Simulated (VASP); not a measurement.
# AgCl: single point with PBE

AgCl:

```
CELL_PARAMETERS angstrom
0.00000 2.80602 2.80602
2.80602 0.00000 2.80602
2.80602 2.80602 0.00000
ATOMIC_POSITIONS crystal
Ag 0.49252 0.50748 0.52245
Cl 0.02277 0.97723 0.93168
```

This cell differs from its parent crystal: atoms displaced along several vibrational modes.

| Item | Value |
| --- | --- |
| Program | VASP 6.6.1 |
| Task | single point |
| Functional | PBE |
| Potentials or basis | VASP PAW PBE potentials, release 64 (Ag, Cl) |
| Cutoff | 520 eV |
| k mesh | 8 × 8 × 8 |
| Occupations | gaussian, width 0.05 eV |
| Spin | no spin polarisation |
| Dipole correction | no |
| Further INCAR settings | ALGO = Normal; EDIFF = 1e-07; NBANDS = 16 |

```
Pressure               : 2.1 GPa
Largest force          : 0.554 eV/Å
Band gap on the k mesh : 0.91 eV (least direct gap 2.00 eV)
```

Forces in eV/Å, atoms in the order of the input:
```
Ag  -0.547 -0.092  0.000
Cl   0.547  0.092  0.000
```

Stress tensor (GPa, compression positive):
```
 5.04 -0.87  0.00
-0.87  1.07  0.00
 0.00  0.00  0.09
```

Levels at points of the mesh, in eV from the valence-band top:
```
           k point  band 5  band 6  band 7  band 8  band 9  band 10  band 11  band 12  band 13  band 14
(0.00, 0.00, 0.00)   -2.42   -2.38   -1.57   -1.41   -1.09     0.91    10.03    10.26    10.70    12.30
(0.50, 0.00, 0.00)   -2.16   -2.12   -1.83   -0.40   -0.22     4.48     6.20     7.85     8.18    12.99
(0.00, 0.00, 0.50)   -2.12   -2.10   -1.76   -0.21    0.00     4.34     6.20     7.73     7.92    13.12
(0.50, 0.50, 0.00)   -2.01   -1.97   -1.93   -1.91   -1.56     2.49     7.47     8.44    11.49    12.00
(0.00, 0.50, 0.50)   -2.43   -2.06   -2.00   -1.99   -1.94     2.49     7.85     8.74    11.40    11.41
(0.50, 0.00, 0.50)   -2.02   -2.02   -1.96   -1.92   -1.67     2.48     7.54     8.51    11.66    11.70
```

Wall time 51 s on 1 thread of Intel(R) Xeon(R) 6975P-C (Granite Rapids), with other jobs on the host, peak memory 0.24 GiB.

Caveat: the cell differs from its parent crystal (atoms displaced along several vibrational modes). A k mesh can miss the band edges.
